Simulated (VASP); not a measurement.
Write the native input for VASP 6.6.1 that does the following.

```yaml
Task: single point
Functional: r2SCAN
Potentials_or_basis: VASP PAW PBE potentials, release 64 (Ga_d, As)
Cutoff: 520 eV
k_mesh: 8 × 8 × 8
Occupations: gaussian, width 0.05 eV
Spin: no spin polarisation
Dipole_correction: no
Further_INCAR_settings: ALGO = Normal; EDIFF = 1e-07; NBANDS = 16
```

GaAs:

```xyz
2
Lattice="0.0000 2.8268 2.9399 2.8268 0.0000 2.9399 2.8268 2.8268 0.0000" Properties=species:S:1:pos:R:3 pbc="T T T"
Ga    0.0000    0.0000    0.0000
As    4.2403    4.2403    4.4099
```

This cell differs from its parent crystal: strain +0.0400 x Voigt [0, 0, 1, 0, 0, 0].

The input as run:

POSCAR

```
GaAs
1.0
    0.0000000000      2.8268500000      2.9399240000
    2.8268500000      0.0000000000      2.9399240000
    2.8268500000      2.8268500000      0.0000000000
Ga As
1 1
Direct
    0.0000000000      0.0000000000      0.0000000000
    0.7500000000      0.7500000000      0.7500000000
```

INCAR.step1

```
SYSTEM = GaAs
PREC = Accurate
ENCUT = 520
ISMEAR = 0
SIGMA = 0.05
LREAL = .FALSE.
LASPH = .TRUE.
NELM = 80
NBANDS = 16
GGA = PE
ALGO = Normal
EDIFF = 1E-4
LWAVE = .TRUE.
LCHARG = .FALSE.
```

INCAR.step2

```
SYSTEM = GaAs
PREC = Accurate
ENCUT = 520
EDIFF = 1E-7
ISMEAR = 0
SIGMA = 0.05
LREAL = .FALSE.
LASPH = .TRUE.
NELM = 80
ALGO = Normal
ISIF = 2
LWAVE = .FALSE.
LCHARG = .FALSE.
METAGGA = R2SCAN
LMIXTAU = .TRUE.
NBANDS = 16
ISTART = 1
```

KPOINTS

```
regular mesh
0
G
  8 8 8
  0 0 0
```

Potentials or basis: VASP PAW PBE potentials, release 64 (Ga_d, As).

Command:

```sh
$ cat potpaw_PBE.64/Ga_d/POTCAR potpaw_PBE.64/As/POTCAR > POTCAR
$ cp INCAR.step1 INCAR
$ mpirun -np 1 vasp_std > vasp.out
$ cp INCAR.step2 INCAR
$ mpirun -np 1 vasp_std > vasp.out
```

Results of the run:

| Property | Result |
| --- | --- |
| Pressure | -2.1 GPa |
| Band gap on the k mesh | 0.59 eV, direct |

Caveat: the cell differs from its parent crystal (strain +0.0400 x Voigt [0, 0, 1, 0, 0, 0]); the PAW data sets were made with another functional, which shifts forces and pressure a little.

It took 5.3 min on 1 thread of Intel Xeon 8259CL (shared host), peak memory 0.2 GiB.
